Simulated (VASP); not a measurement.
Runs of VASP 6.6.1 on BaTe. The structure is that of space group Fm-3m (No. 225), or close to it. The cells are those of the table. 

```csv
task,level,cell,k mesh,cutoff (eV),smearing,k mesh for the DOS,occupations for the DOS,gap on the mesh (eV),pressure (GPa),relaxed volume (Å³/atom)
relaxation of cell and atoms,PBE,"relaxed from a = 4.997 Å, angles 60.0°, 2 atoms",8 × 8 × 8,600,gaussian 0.02 eV,-,-,1.60,0.0,(b)
relaxation of cell and atoms,PBE,"relaxed from a = 4.995 Å, angles 60.0°, 2 atoms",8 × 8 × 8,600,gaussian 0.02 eV,-,-,1.60,0.0,44.52
single point,PBE,"a = 4.998 Å, angles 120.1, 119.9, 90.0°, 2 atoms",6 × 6 × 6,520,gaussian 0.2 eV,-,-,1.57,0.3,-
single point,PBE,"a = 5.158 Å, angles 60.0°, 2 atoms",8 × 8 × 8,520,gaussian 0.02 eV,-,-,1.75,(a),-
relaxation of cell and atoms,PBE,"relaxed from a = 4.822 Å, angles 60.0°, 2 atoms",8 × 8 × 8,600,gaussian 0.02 eV,-,-,1.60,0.0,44.50
```

Alike in all rows: potentials or basis VASP PAW PBE potentials, release 64 (Ba_sv, Te); no spin polarisation.

**Question.** Fill in the values left out.

**Answer.** (a) -2.0; (b) 44.53.

Caveats: spin-orbit coupling is left out, which moves the levels of the heavy elements; the volume moved by +12 % from the deposited cell, more than functionals usually miss (some runs).

A k mesh can miss the band edges, and the runs leave out spin-orbit coupling on Ba, Te.
